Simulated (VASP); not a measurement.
C, 8 atoms in the cell. Symmetry: P6_3/mmc, No. 194, hexagonal system. The conventional cell has a = 2.505 Å, b = 2.505 Å, c = 8.182 Å, α = 90.00°, β = 90.00°, γ = 120.00°. Within 2.0 Å of C (site symmetry 3m) lie 4 C at 1.53 Å. C (site symmetry 3m) has 4 C at 1.53 Å within 2.0 Å. 

- Program: VASP 6.6.1
- Task: single point
- Functional: r2SCAN
- Dispersion: rVV10
- Potentials or basis: VASP PAW PBE potentials, release 64 (C)
- Cutoff: 520 eV
- k mesh: 12 × 12 × 4
- Occupations: fermi-dirac, width 0.05 eV
- Spin: no spin polarisation
- Dipole correction: no
- Further INCAR settings: ALGO = Normal; EDIFF = 1e-06; NBANDS = 26

Potentials or basis: VASP PAW PBE potentials, release 64 (C).

Launch:

```bash
$ cat potpaw_PBE.64/C/POTCAR > POTCAR
$ cp INCAR.step1 INCAR
$ mpirun -np 1 vasp_std > vasp.out
$ cp INCAR.step2 INCAR
$ mpirun -np 1 vasp_std > vasp.out
```

Hardware: 1 thread of Intel(R) Xeon(R) 6975P-C (Granite Rapids), on a shared host.

Q: How long does it take, and how much memory?

A: Run time: 120 s on 1 thread of Intel(R) Xeon(R) 6975P-C (Granite Rapids) (shared host), peak memory 0.29 GiB. Counts: k points 57.
